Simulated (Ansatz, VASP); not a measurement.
One calculation of AlN, two programs

```
Al N
1.0
     0.00000    2.13697    2.13697
     2.13697    0.00000    2.13697
     2.13697    2.13697    0.00000
Al N
1 1
Direct
  0.00000 0.00000 0.00000
  0.50000 0.50000 0.50000
```

Change from the starting cell: hydrostatic strain +5.8%.

Alike in both runs: task single point; functional HSE06; k mesh 8 × 8 × 8; no spin polarisation.

```csv
,VASP,Ansatz
version,VASP 6.6.1,Ansatz 0.2.0
potentials or method,"VASP PAW PBE potentials, release 64 (Al, N)","plane waves, PAW"
plane-wave cutoff (eV),520,420
occupations,"gaussian, width 0.01 eV",fixed
valence electrons in the cell,8,8
```

|  | VASP | Ansatz | Ansatz less VASP |
| --- | --- | --- | --- |
| gap on the k mesh at the Fermi level (eV) | 4.32 | 4.38 | +0.060 |
| pressure (GPa) | -34.8 | -34.9 | -0.07 |

Both programs put the cell under strong tension, so it lies far from rest at this level. Ansatz's warnings: stress exchange threshold loose, stress scf threshold loose.

Noted on VASP's run: the cell as given lies far from equilibrium.
